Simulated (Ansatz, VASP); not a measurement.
## One calculation of InAs, two programs

```
In As
1.0
     0.00000    3.89519    3.89519
     3.89519    0.00000    3.89519
     3.89519    3.89519    0.00000
In As
2 2
Direct
  0.50000 0.50000 0.50000
  0.75000 0.75000 0.75000
  0.00000 0.00000 0.00000
  0.25000 0.25000 0.25000
```

Alike in both runs: task relaxation of cell and atoms; functional r2SCAN; k mesh 4 × 4 × 4; occupations gaussian, width 0.1 eV; no spin polarisation.

```csv
,VASP,Ansatz
version,VASP 6.6.1,Ansatz 0.2.0
potentials or method,"VASP PAW PBE potentials, release 64 (In_d, As), cutoff 600 eV","scalar-relativistic, plane waves, PAW"
valence electrons in the cell,36,56
```

|  | VASP | Ansatz | Ansatz less VASP |
| --- | --- | --- | --- |
| gap on the k mesh at the Fermi level, each at its own relaxed structure (eV) | none | none | - |
| relaxed volume (Å³/atom) | 22.14 | 22.14 | +0.003 |
| relaxed cell length with the largest relative difference (Å) | 5.003 | 5.004 | +0.0002 |

VASP's potentials were made for PBE, not for r2SCAN. A gap of «none» marks a metal or a gap that the smearing closes. VASP's potentials hold 36 valence electrons a cell and Ansatz's 56, so a difference there can come from the potentials and not from the codes.

Noted on VASP's run: the volume moved by over 15 % at a fixed basis, so the end points are rough.
